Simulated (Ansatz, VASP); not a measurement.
## MgS: VASP beside Ansatz

```
CELL_PARAMETERS angstrom
-0.01415 2.83088 2.83088
2.83088 -0.01415 2.83088
2.81672 2.81672 0.00000
ATOMIC_POSITIONS crystal
Mg 0.99908 0.99908 0.00092
S 0.25092 0.25092 0.24908
```

Change from the starting cell: shear_xy strain -1.0%.

Alike in both runs: task single point; functional r2SCAN; k mesh 8 × 8 × 8; no spin polarisation.

|  | VASP | Ansatz |
| --- | --- | --- |
| version | VASP 6.6.1 | Ansatz 0.2.0 |
| potentials or method | VASP PAW PBE potentials, release 64 (Mg, S) | plane waves, PAW |
| plane-wave cutoff (eV) | 520 | 500 |
| occupations | gaussian, width 0.01 eV | fixed |
| valence electrons in the cell | 8 | 16 |

Ansatz gave:

| Property | Result |
| --- | --- |
| gap on the k mesh at the Fermi level (eV) | 4.11 |
| pressure (GPa) | 0.0 |
| traceless stress, the component that is largest in VASP (GPa) | 0.33 |

Q: Which values does VASP return?

A: gap on the k mesh at the Fermi level (eV): 4.10; pressure (GPa): -0.3; traceless stress, the component that is largest in VASP (GPa): 0.33.

VASP's potentials were made for PBE, not for r2SCAN. VASP's potentials hold 8 valence electrons a cell and Ansatz's 16, so a difference there can come from the potentials and not from the codes.
